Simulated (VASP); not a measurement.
A run of VASP 6.6.1 is set up as follows.

INCAR

```
SYSTEM = Pd
ALGO = Normal
EDIFF = 1E-7
ENCUT = 520
GGA = PE
ISIF = 2
ISMEAR = -1
LASPH = .TRUE.
LCHARG = .FALSE.
LREAL = .FALSE.
LWAVE = .FALSE.
NBANDS = 11
NELM = 100
PREC = Accurate
SIGMA = 0.08
```

The input KPOINTS:

```
k-points
0
G
  15 15 15
  0 0 0
```

The input POSCAR:

```
Pd
1.0
    2.5045667846      0.0000000000      0.0000000000
    0.0000000000      2.5045667846      0.0000000000
    0.0000000000      0.0000000000      2.5045667846
Pd
1
Direct
    0.0000000000      0.0000000000      0.0000000000
```

Potentials or basis: VASP PAW PBE potentials, release 64 (Pd).

Run with:

```console
$ cat potpaw_PBE.64/Pd/POTCAR > POTCAR
$ mpirun -np 1 vasp_std > vasp.out
```

Problem. Predict the band gap on the k mesh.

Solution. Zero (band 5 reaches 10.47 eV, above the bottom of band 6 at 8.26 eV).

Problem. What does it give for the pressure?

Solution. 21.4 GPa.
